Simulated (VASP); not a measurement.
Runs of VASP 6.6.1 on MgSe. The structure is that of space group Fm-3m (No. 225), or close to it. The cells are those of the table. 

| level | U | cell | smearing | gap on the mesh (eV) | pressure (GPa) |
| --- | --- | --- | --- | --- | --- |
| PBE+U | Se p U = 6.2 eV | a = 3.866 Å, angles 60.0°, 2 atoms | gaussian 0.1 eV | 1.55 | 3.0 |
| PBE+U | Se p U = 1.3 eV | a = 3.866 Å, angles 60.0°, 2 atoms | methfessel-paxton 0.024 eV | (a) | (b) |
| PBE+U | Se p U = 6.6 eV | a = 3.866 Å, angles 60.0°, 2 atoms | gaussian 0.1 eV | 1.53 | 3.1 |
| PBEsol+U | Se p U = 3.7 eV | a = 3.734 Å, angles 60.0°, 2 atoms | gaussian 0.1 eV | 1.77 | (c) |

Alike in all rows: task single point; potentials or basis VASP PAW PBE potentials, release 64 (Mg, Se); no spin polarisation; k mesh 4 × 4 × 4; cutoff (eV) 600.

Task: Estimate the missing entries.

Result: (a) 1.72; (b) 1.9; (c) 8.8.

Caveats: all runs use coarse meshes; the PAW data sets were made with another functional, which shifts forces and pressure a little (at least some runs).

A k mesh can miss the band edges, and the runs leave out spin-orbit coupling on Se.
